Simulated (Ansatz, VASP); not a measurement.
## GaP in VASP and in Ansatz

Contents of INCAR:

```
  PREC = Accurate
  ENCUT = 500
  EDIFF = 1E-6
  ISMEAR = 0
  SIGMA = 0.1
  LREAL = False
  LASPH = True
  NELM = 120
  ALGO = Normal
  ISIF = 2
  LWAVE = False
  LCHARG = True
  GGA = PE
  LELF = True
  LVHAR = True
  NBANDS = 16
  GGA_COMPAT = False
```

File KPOINTS:

```
regular mesh
0
Gamma
  6 6 6
```

Contents of POSCAR:

```
GaP
1.0
    0.0000000000      2.7255000000      2.7255000000
    2.7255000000      0.0000000000      2.7255000000
    2.7255000000      2.7255000000      0.0000000000
Ga P
1 1
Direct
    0.0000000000      0.0000000000      0.0000000000
    0.2500000000      0.2500000000      0.2500000000
```

Input for Ansatz:

```yaml
crystal:
  lattice:
    - [0.0, 2.7255, 2.7255]
    - [2.7255, 0.0, 2.7255]
    - [2.7255, 2.7255, 0.0]
  atoms:
    - { symbol: Ga, position: [0.0, 0.0, 0.0] }
    - { symbol: P, position: [0.25, 0.25, 0.25] }
basis:
  ecutwfc: 420
kpoints:
  mp_grid: { grid: [6, 6, 6] }
hamiltonian:
  xc: pbe
  pseudopotentials: { kind: paw, azcp: { folder: soft_1 } }
scf:
  occupations: { method: gaussian, width: 0.1 }
output:
  forces: true
  stress: true
  eigenvalues: true
```

Alike in both runs: task single point; functional PBE; k mesh 6 × 6 × 6; occupations gaussian, width 0.1 eV; no spin polarisation.

|  | VASP | Ansatz |
| --- | --- | --- |
| version | VASP 6.6.1 | Ansatz 0.2.0 |
| potentials or method | VASP PAW PBE potentials, release 64 (Ga_d, P), cutoff 500 eV | scalar-relativistic, plane waves, PAW |
| valence electrons in the cell | 18 | 18 |

```csv
,VASP,Ansatz,Ansatz less VASP
gap on the k mesh at the Fermi level (eV),1.65,1.65,0.000
least direct gap on the mesh (eV),1.82,1.83,+0.003
pressure (GPa),2.4,2.5,+0.11
```
